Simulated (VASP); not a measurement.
# Sb (R-3m) in VASP: further runs

Sb is run at these levels: PBE; tasks: single point.

Everything below comes from runs of VASP 6.6.1. Logs are shortened: lines on timing, memory, paths and dates and some standing lists are left out, and cuts for length are marked.

## Step 1: The cell of the first run

The structure is trigonal, space group R-3m (No. 166). Conventional cell: a = 4.626 Å, b = 4.626 Å, c = 11.331 Å, α = 90.00°, β = 90.00°, γ = 120.00°. Within 3.6 Å of Sb (site symmetry 3m) lie 4 Sb at 2.75 to 3.12 Å.

## Step 2: Single point, PBE (shortest bond scaled by 1.1)

INCAR reads:

```
PREC = Accurate
ENCUT = 520
EDIFF = 1E-6
ISMEAR = -1
SIGMA = 0.05
LREAL = F
LASPH = T
NELM = 100
ALGO = Normal
ISIF = 2
LWAVE = F
LCHARG = F
GGA = PE
NBANDS = 12
```

KPOINTS reads:

```
regular mesh
0
Gamma
  8 8 8
```

POSCAR reads:

```
Sb
1.0
    0.0000000000      3.2710663102      3.2710663102
    3.2710663102      0.0000000000      3.2710663102
    3.2710663102      3.2710663102      0.0000000000
Sb
2
Direct
   -0.0875000000     -0.1375000000     -0.1375000000
    0.0875000000      0.1375000000      0.1375000000
```

Potentials or basis: VASP PAW PBE potentials, release 64 (Sb).

Command:

```bash
$ cat potpaw_PBE.64/Sb/POTCAR > POTCAR
$ mpirun -np 1 vasp_std > vasp.out
```

OUTCAR:

```text
PREC = Accurate
   ENCUT = 520
   EDIFF = 1E-6
   ISMEAR = -1
   LREAL = F
   LASPH = T
   NELM = 100
   ISIF = 2
   GGA = PE

 ion  position               nearest neighbor table
   1  0.913  0.862  0.862-   2 2.75   2 2.75   2 2.75   2 3.12
   2  0.087  0.138  0.138-   1 2.75   1 2.75   1 2.75   1 3.12

  LATTYP: Found a face centered cubic cell.
 ALAT       =     6.5421326204

  Lattice vectors:

 A1 = (   0.0000000000,   3.2710663102,   3.2710663102)
 A2 = (   3.2710663102,   0.0000000000,   3.2710663102)
 A3 = (   3.2710663102,   3.2710663102,   0.0000000000)

Analysis of symmetry for initial positions (statically):
=====================================================================
 Subroutine PRICEL returns:
 Original cell was already a primitive cell.

 Routine SETGRP: Setting up the symmetry group for a
 face centered cubic supercell.

 Subroutine GETGRP returns: Found 12 space group operations
 (whereof  4 operations were pure point group operations)
 out of a pool of 48 trial point group operations.

The static configuration has the point symmetry C_2h.
 The point group associated with its full space group is D_3d.

Analysis of symmetry for dynamics (positions and initial velocities):
=====================================================================
 Subroutine PRICEL returns:
 Original cell was already a primitive cell.

 Routine SETGRP: Setting up the symmetry group for a
 face centered cubic supercell.

 Subroutine GETGRP returns: Found 12 space group operations
 (whereof  4 operations were pure point group operations)
 out of a pool of 48 trial point group operations.

The dynamic configuration has the point symmetry C_2h.
 The point group associated with its full space group is D_3d.

 Subroutine INISYM returns: Found 12 space group operations
 (whereof  4 operations are pure point group operations),
 and found     1 'primitive' translations

----------------------------------------------------------------------------------------

                                     Primitive cell

  volume of cell :      70.0000

  direct lattice vectors                    reciprocal lattice vectors
     0.000000000  3.271066310  3.271066310    -0.152855354  0.152855354  0.152855354
     3.271066310  0.000000000  3.271066310     0.152855354 -0.152855354  0.152855354
     3.271066310  3.271066310  0.000000000     0.152855354  0.152855354 -0.152855354

  length of vectors
[... 91 lines left out ...]
   TEBEG  =    0.0;   TEEND  =   0.0 temperature during run
   PSTRESS=    0.0 pullay stress
   NELECT =      10.0000    total number of electrons
   NUPDOWN=      -1.0000    fix difference up-down
   EMIN   =  10.00;   EMAX   =-10.00  energy-range for DOS
   EFERMI =   0.00;   METHOD = LEGACY
   ISMEAR =    -1;   SIGMA  =   0.05  broadening in eV -4-tet -1-fermi 0-gaus
   EFERMI_NEDOS =   21; number of points for ismear=-14 and -15
   IALGO  =     38    algorithm
   IMIX   =      4    mixing-type and parameters
     AMIX     =   0.40;   BMIX     =  1.00
     AMIX_MAG =   1.60;   BMIX_MAG =  1.00
  volume/ion in A,a.u.               =      35.00       236.19
  Fermi-wavevector in a.u.,A,eV,Ry     =   0.855806  1.617239  9.964967  0.732404
  Thomas-Fermi vector in A             =   1.972612
   LORBIT       =      0    0 simple, 1 ext, 2 COOP (PROOUT), +10 PAW based schemes
   GGA     = PE    functional components
   LHFCALC =     F    Hartree Fock is set to
   AEXX    =    0.0000 exact exchange contribution
   IVDW    =     0    specifies the selected vdW correction
   LEPSILON=     F    determine dielectric tensor
   LRPA    =     F    only Hartree local field effects (RPA)
 non-spin polarized calculation
  energy-cutoff  :      520.00
  volume of cell :       70.00
 maximum number of plane-waves:      1902
 NGX is ok and might be reduce to    36
   NGX = 17   NGY = 17   NGZ = 17

 number of electron      10.0000000 magnetization

 Free energy of the ion-electron system (eV)
  ---------------------------------------------------
  ext. energy  EPLUGINS =         0.00000000
  ---------------------------------------------------
  free energy    TOTEN  =        -7.10228959 eV

  energy without entropy =       -7.09246148  energy(sigma->0) =       -7.09737554

 E-fermi :   5.7426     XC(G=0):  -8.6850

 val. band max:        5.7277631227   @ k =   0.0000   0.1250   0.0000
 cond. band min:       5.7768494392   @ k =   0.0000   0.3750   0.2500
 fundamental gap:      0.0490863164
 Fermi energy:         5.7426124478

 k-point     1 :       0.0000    0.0000    0.0000
  band No.  band energies     occupation
      1      -6.9469      2.00000
      2       1.4525      2.00000
      3       3.1868      2.00000
      4       3.1868      2.00000
      5       4.9403      2.00000
      6       5.3356      1.99942
      7       6.5990      0.00000
      8       6.5990      0.00000
      9       9.6661      0.00000
     10      12.2764      0.00000
     11      12.2764      0.00000
     12      12.8287      0.00000
[... 331 lines left out ...]
 k-point    24 :       0.0000   -0.2500    0.1250
  band No.  band energies     occupation
      1      -6.0854      2.00000
      2      -1.8711      2.00000
      3       1.8380      2.00000
      4       3.7454      2.00000
      5       4.6589      2.00000
      6       6.4714      0.00000
      7       7.7628      0.00000
      8       8.7866      0.00000
      9      10.8803      0.00000
     10      11.6384      0.00000
     11      12.1424      0.00000
     12      13.9080      0.00000

 [... further k-points ...]

------------------------ aborting loop because EDIFF is reached ----------------------------------------

  FORCE on cell =-STRESS in cart. coord.  units (eV):
  Direction    XX          YY          ZZ          XY          YZ          ZX
  --------------------------------------------------------------------------------------
  -------------------------------------------------------------------------------------
  Total        4.4242737      4.4242737      4.4242737      1.8862983     -1.8862983      1.8862983
  in kB      101.2638713    101.2638713    101.2638713     43.1740621    -43.1740621     43.1740621
  external PRESSURE =     101.2638713 kB  Pullay stress =       0.0000000 kB

 VOLUME and BASIS-vectors are now :
 -----------------------------------------------------------------------------
  energy-cutoff  :      520.00
  volume of cell :       70.00
      direct lattice vectors                 reciprocal lattice vectors
     0.000000000  3.271066310  3.271066310    -0.152855354  0.152855354  0.152855354
     3.271066310  0.000000000  3.271066310     0.152855354 -0.152855354  0.152855354
     3.271066310  3.271066310  0.000000000     0.152855354  0.152855354 -0.152855354

 POSITION                                       TOTAL-FORCE (eV/Angst)
 -----------------------------------------------------------------------------------
      5.64259      5.80614      5.80614         0.564597     -0.564597     -0.564597
      0.89954      0.73599      0.73599        -0.564597      0.564597      0.564597
 -----------------------------------------------------------------------------------
    total drift:                                0.000000      0.000000     -0.000000

  FREE ENERGIE OF THE ION-ELECTRON SYSTEM (eV)
  ---------------------------------------------------
  free  energy   TOTEN  =        -7.1022895899 eV

  energy  without entropy=       -7.0924614837  energy(sigma->0) =       -7.09737554
```

stdout:

```text
POSCAR found type information on POSCAR Sb
 POSCAR found :  1 types and       2 ions
 scaLAPACK will be used
 LDA part: xc-table for (Slater+PW92), standard interpolation
 POSCAR, INCAR and KPOINTS ok, starting setup
 FFT: planning ... GRIDC
 FFT: planning ... GRID_SOFT
 FFT: planning ... GRID
 WAVECAR not read
 entering main loop
```

Wall time 32 s (1 thread of Intel Xeon 6975P-C, shared host); peak memory 0.22 GiB.

What came out:

```
Free energy            : -7.1023 eV
Pressure               : 10.1 GPa
Largest force          : 0.978 eV/Å
Band gap on the k mesh : zero (band 5 reaches 6.73 eV, above the bottom of band 6 at 5.34 eV)
```

Forces in eV/Å, atoms in the order of the input:
```
Sb   0.565 -0.565 -0.565
Sb  -0.565  0.565  0.565
```

Stress tensor (GPa, compression positive):
```
10.13  4.32  4.32
 4.32 10.13 -4.32
 4.32 -4.32 10.13
```

Levels at points of the mesh, in eV from the Fermi level:
```
           k point  band 1  band 2  band 3  band 4  band 5  band 6  band 7  band 8  band 9  band 10
(0.00, 0.00, 0.00)  -12.69   -4.29   -2.56   -2.56   -0.80   -0.41    0.86    0.86    3.92     6.53
(0.50, 0.00, 0.00)  -11.74   -7.29   -3.19   -3.19   -2.96    1.40    1.40    4.19    5.87     7.74
(0.00, 0.50, 0.00)  -11.19   -8.86   -3.54   -2.25   -2.02    0.81    2.62    4.79    6.23     6.48
(0.50, 0.50, 0.00)  -10.34   -9.58   -4.33   -3.75   -1.07   -0.35    5.09    5.47    6.63     7.23
```

Caveat: the cell differs from its parent crystal (shortest bond scaled by 1.1); spin-orbit coupling is left out, which moves the levels of the heavy elements.

## Step 3: Single point, PBE (shortest bond scaled by 0.94)

INCAR reads:

```
  PREC = Accurate
  ENCUT = 520
  EDIFF = 1E-6
  ISMEAR = -1
  SIGMA = 0.05
  LREAL = False
  LASPH = True
  NELM = 100
  ALGO = Normal
  ISIF = 2
  LWAVE = False
  LCHARG = False
  GGA = PE
  NBANDS = 12
```

KPOINTS reads:

```
Automatic mesh
0
Gamma
  8 8 8
```

POSCAR reads:

```
Sb
1.0
    0.0000000000      3.2710663102      3.2710663102
    3.2710663102      0.0000000000      3.2710663102
    3.2710663102      3.2710663102      0.0000000000
Sb
2
Direct
   -0.1475000000     -0.1175000000     -0.1175000000
    0.1475000000      0.1175000000      0.1175000000
```

Potentials or basis: VASP PAW PBE potentials, release 64 (Sb).

Command:

```bash
$ cat potpaw_PBE.64/Sb/POTCAR > POTCAR
$ mpirun -np 1 vasp_std > vasp.out
```

OUTCAR:

```text
PREC = Accurate
   ENCUT = 520
   EDIFF = 1E-6
   ISMEAR = -1
   LREAL = False
   LASPH = True
   NELM = 100
   ISIF = 2
   GGA = PE

 ion  position               nearest neighbor table
   1  0.852  0.883  0.883-   2 2.66   2 2.89   2 2.89   2 2.89
   2  0.148  0.117  0.117-   1 2.66   1 2.89   1 2.89   1 2.89

  LATTYP: Found a face centered cubic cell.
 ALAT       =     6.5421326204

  Lattice vectors:

 A1 = (   0.0000000000,   3.2710663102,   3.2710663102)
 A2 = (   3.2710663102,   0.0000000000,   3.2710663102)
 A3 = (   3.2710663102,   3.2710663102,   0.0000000000)

Analysis of symmetry for initial positions (statically):
=====================================================================
 Subroutine PRICEL returns:
 Original cell was already a primitive cell.

 Routine SETGRP: Setting up the symmetry group for a
 face centered cubic supercell.

 Subroutine GETGRP returns: Found 12 space group operations
 (whereof  4 operations were pure point group operations)
 out of a pool of 48 trial point group operations.

The static configuration has the point symmetry C_2h.
[... 175 lines left out ...]
      4       4.0908      2.00000
      5       4.0908      2.00000
      6       5.8795      0.64017
      7       5.8795      0.64017
      8       6.8209      0.00000
      9       9.7125      0.00000
     10      12.2688      0.00000
     11      12.2688      0.00000
     12      13.1922      0.00000
[... 331 lines left out ...]
 k-point    24 :       0.0000   -0.2500    0.1250
  band No.  band energies     occupation
      1      -6.1805      2.00000
      2      -1.2825      2.00000
      3       1.9333      2.00000
      4       2.9678      2.00000
      5       4.5624      2.00000
      6       6.8593      0.00000
      7       7.5105      0.00000
      8       8.4557      0.00000
      9      10.9606      0.00000
     10      11.6583      0.00000
     11      12.6983      0.00000
     12      13.8434      0.00000

 [... further k-points ...]

------------------------ aborting loop because EDIFF is reached ----------------------------------------

  FORCE on cell =-STRESS in cart. coord.  units (eV):
  Direction    XX          YY          ZZ          XY          YZ          ZX
  --------------------------------------------------------------------------------------
  -------------------------------------------------------------------------------------
  Total        4.3480720      4.3480720      4.3480720     -1.4865591      1.4865591     -1.4865591
  in kB       99.5197477     99.5197477     99.5197477    -34.0247324     34.0247324    -34.0247324
  external PRESSURE =      99.5197477 kB  Pullay stress =       0.0000000 kB

 VOLUME and BASIS-vectors are now :
 -----------------------------------------------------------------------------
  energy-cutoff  :      520.00
  volume of cell :       70.00
      direct lattice vectors                 reciprocal lattice vectors
     0.000000000  3.271066310  3.271066310    -0.152855354  0.152855354  0.152855354
     3.271066310  0.000000000  3.271066310     0.152855354 -0.152855354  0.152855354
     3.271066310  3.271066310  0.000000000     0.152855354  0.152855354 -0.152855354

 POSITION                                       TOTAL-FORCE (eV/Angst)
 -----------------------------------------------------------------------------------
      5.77343      5.67530      5.67530        -0.649468      0.649468      0.649468
      0.76870      0.86683      0.86683         0.649468     -0.649468     -0.649468
 -----------------------------------------------------------------------------------
    total drift:                                0.000000      0.000000     -0.000000

  FREE ENERGIE OF THE ION-ELECTRON SYSTEM (eV)
  ---------------------------------------------------
  free  energy   TOTEN  =        -7.1727975439 eV

  energy  without entropy=       -7.1643333581  energy(sigma->0) =       -7.16856545
```

OSZICAR:

```text
N       E                     dE             d eps       ncg     rms          rms(c)
DAV:   1     0.331907711969E+02    0.33191E+02   -0.34266E+03  1560   0.642E+02
DAV:   2    -0.508564508026E+01   -0.38276E+02   -0.36751E+02  2012   0.102E+02
DAV:   3    -0.719042119583E+01   -0.21048E+01   -0.20731E+01  1972   0.256E+01
DAV:   4    -0.721335167475E+01   -0.22930E-01   -0.22926E-01  1756   0.321E+00
DAV:   5    -0.721373946868E+01   -0.38779E-03   -0.38779E-03  1888   0.457E-01    0.344E+00
DAV:   6    -0.718538202832E+01    0.28357E-01   -0.15062E-02  1712   0.585E-01    0.210E+00
DAV:   7    -0.717273962965E+01    0.12642E-01   -0.31071E-02  1684   0.837E-01    0.118E-01
DAV:   8    -0.717278259311E+01   -0.42963E-04   -0.16539E-03  1644   0.235E-01    0.264E-02
DAV:   9    -0.717279310000E+01   -0.10507E-04   -0.33325E-05  1932   0.418E-02    0.125E-02
DAV:  10    -0.717279781257E+01   -0.47126E-05   -0.86606E-06  1656   0.158E-02    0.291E-03
DAV:  11    -0.717279754385E+01    0.26872E-06   -0.86963E-07  1600   0.523E-03
   1 F= -.71727975E+01 E0= -.71685655E+01  d E =-.846419E-02
```

Wall time 36 s (1 thread of Intel Xeon 6975P-C, shared host); peak memory 0.22 GiB.

Results:

- Free energy: -7.1728 eV
- Pressure: 10.0 GPa
- Largest force: 1.125 eV/Å
- Band gap on the k mesh: zero (band 5 reaches 6.88 eV, above the bottom of band 6 at 5.35 eV)

Forces in eV/Å, atoms in the order of the input:
```
Sb  -0.649  0.649  0.649
Sb   0.649 -0.649 -0.649
```

Caveat: the cell differs from its parent crystal (shortest bond scaled by 0.94); spin-orbit coupling is left out, which moves the levels of the heavy elements; forces of over 1 eV/Å act on the atoms, so gaps and moduli don't describe the material at rest.

## Step 4: Single point, PBE (shortest bond scaled by 0.64)

INCAR reads:

```
SYSTEM = Sb
PREC     = Accurate       ! precision mode
ENCUT    = 520            ! plane-wave cutoff, eV
EDIFF    = 1E-6           ! SCF threshold, eV
ISMEAR   = -1             ! smearing method
SIGMA    = 0.05           ! smearing width, eV
LREAL    = .FALSE.        ! projectors in reciprocal space
LASPH    = .TRUE.         ! aspherical terms in the spheres
NELM     = 100            ! most SCF steps
ALGO     = Normal         ! electronic algorithm
ISIF     = 2              ! what is computed and relaxed
LWAVE    = .FALSE.        ! write WAVECAR
LCHARG   = .TRUE.         ! write CHGCAR
GGA      = PE             ! functional
LELF     = .TRUE.         ! ELF
LVHAR    = .TRUE.       
NBANDS   = 12             ! bands
```

KPOINTS reads:

```
Automatic mesh
0
G
  8 8 8
  0 0 0
```

POSCAR reads:

```
Sb
1.0
    0.0000000000      3.2710663102      3.2710663102
    3.2710663102      0.0000000000      3.2710663102
    3.2710663102      3.2710663102      0.0000000000
Sb
2
Direct
   -0.2600000000     -0.0800000000     -0.0800000000
    0.2600000000      0.0800000000      0.0800000000
```

Command:

```bash
$ cat potpaw_PBE.64/Sb/POTCAR > POTCAR
$ mpirun -np 1 vasp_std > vasp.out
```

Run time: 46 s. Hardware: 1 thread of Intel Xeon 6975P-C, shared host; peak memory 0.22 GiB.

Results (log left out):

| Item | Value |
| --- | --- |
| Free energy | 4.3740 eV |
| Pressure | 65.0 GPa |
| Largest force | 44.404 eV/Å |
| Band gap on the k mesh | zero (band 5 reaches 6.48 eV, above the bottom of band 6 at 5.61 eV) |

Forces in eV/Å, atoms in the order of the input:
```
Sb  -25.637  25.637  25.637
Sb   25.637 -25.637 -25.637
```

Stress tensor (GPa, compression positive):
```
 64.97 -63.08 -63.08
-63.08  64.97  63.08
-63.08  63.08  64.97
```

Levels at points of the mesh, in eV from the Fermi level:
```
           k point  band 3  band 4  band 5  band 6  band 7  band 8
(0.00, 0.00, 0.00)   -3.95   -2.71   -2.71    0.54    0.54    3.62
(0.50, 0.00, 0.00)   -3.89   -3.89    0.16    2.64    2.64    3.82
(0.00, 0.50, 0.00)   -3.80   -3.45   -2.68   -0.43    3.78    4.46
(0.50, 0.50, 0.00)   -4.59   -3.57   -3.07    0.63    4.59    4.66
```

Caveat: the cell differs from its parent crystal (shortest bond scaled by 0.64); spin-orbit coupling is left out, which moves the levels of the heavy elements; forces of over 1 eV/Å act on the atoms, so gaps and moduli don't describe the material at rest.

(Part 1 of 2 ends here.)
